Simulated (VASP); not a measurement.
Input of a VASP 6.6.1 run:

The input INCAR:

```
SYSTEM = TaN
PREC = Accurate
ENCUT = 600
EDIFF = 1E-6
ISMEAR = 0
SIGMA = 0.1
LREAL = .False.
LASPH = .True.
NELM = 80
ALGO = Normal
ISIF = 3
LWAVE = .False.
LCHARG = .False.
GGA = PS
IBRION = 2
NSW = 80
EDIFFG = -0.01
```

KPOINTS

```
Automatic mesh
0
Gamma
  16 16 16
  0 0 0
```

The input POSCAR:

```
TaN
1.0
    0.0000000000      2.1886554857      2.1886554857
    2.1886554857      0.0000000000      2.1886554857
    2.1886554857      2.1886554857      0.0000000000
Ta N
1 1
Direct
    0.0000000000      0.0000000000      0.0000000000
    0.5000000000      0.5000000000      0.5000000000
```

Potentials or basis: VASP PAW PBE potentials, release 64 (Ta_pv, N).

Command:

```bash
$ cat potpaw_PBE.64/Ta_pv/POTCAR potpaw_PBE.64/N/POTCAR > POTCAR
$ mpirun -np 1 vasp_std > vasp.out
```

Task: What does it give for the space group after relaxing (to 0.05 Å)?

Result: Fm-3m (No. 225).

Task: Estimate the relaxed volume.

Result: 10.50 Å³/atom.

Task: What does it give for the band gap on the k mesh?

Result: Zero (band 8 reaches 11.47 eV, above the bottom of band 9 at 7.36 eV).

Final structure:
```
Ta N
1.0
     0.00000    2.18972    2.18972
     2.18972    0.00000    2.18972
     2.18972    2.18972    0.00000
Ta N
1 1
Direct
  0.00000 0.00000 0.00000
  0.50000 0.50000 0.50000
```

Caveat: the PAW data sets were made with another functional, which shifts forces and pressure a little; spin-orbit coupling is left out, which moves the levels of the heavy elements.
